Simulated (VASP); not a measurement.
Set up this calculation in VASP 6.6.1, as the native input.

```yaml
Task: single point
Functional: PBE
Potentials_or_basis: VASP PAW PBE potentials, release 64 (Ca_sv, Al, O)
Cutoff: 520 eV
k_mesh: 8 × 8 × 12
Occupations: gaussian, width 0.1 eV
Spin: no spin polarisation
Dipole_correction: no
Further_INCAR_settings: ALGO = Normal; EDIFF = 1e-06; NBANDS = 22
```

The structure of Ca2AlO lies in POSCAR:

```
Ca2AlO
1.0
    5.4462708714      0.0000000000      0.0000000000
    0.0000000000      5.4462708714      0.0000000000
    0.0000000000      0.0000000000      3.6099844230
Ca Al O
2 1 1
Direct
    0.0000000000      0.5000000000      0.0000000000
    0.5000000000      0.0000000000      0.0000000000
    0.5000000000      0.5000000000      0.0000000000
    0.0000000000      0.0000000000      0.0000000000
```

These files were run (other wordings do the same):

INCAR

```
  ALGO = Normal
  EDIFF = 1E-6
  ENCUT = 520
  GGA = PE
  ISIF = 2
  ISMEAR = 0
  LASPH = T
  LCHARG = F
  LREAL = F
  LWAVE = F
  NBANDS = 22
  NELM = 100
  PREC = Accurate
  SIGMA = 0.1
```

KPOINTS

```
k-points
0
Gamma
  8 8 12
```

Potentials or basis: VASP PAW PBE potentials, release 64 (Ca_sv, Al, O).

Run with:

```sh
$ cat potpaw_PBE.64/Ca_sv/POTCAR potpaw_PBE.64/Al/POTCAR potpaw_PBE.64/O/POTCAR > POTCAR
$ mpirun -np 1 vasp_std > vasp.out
```

Results of the run:

```
Pressure : 0.0 GPa
```

Caveat: an odd number of electrons without spin polarisation forces a metal; a magnetic or distorted state may lie lower.

Run time: 3.4 min on 1 thread of Intel(R) Xeon(R) Platinum 8375C CPU @ 2.90GHz (Ice Lake), on a shared host, peak memory 0.38 GiB.
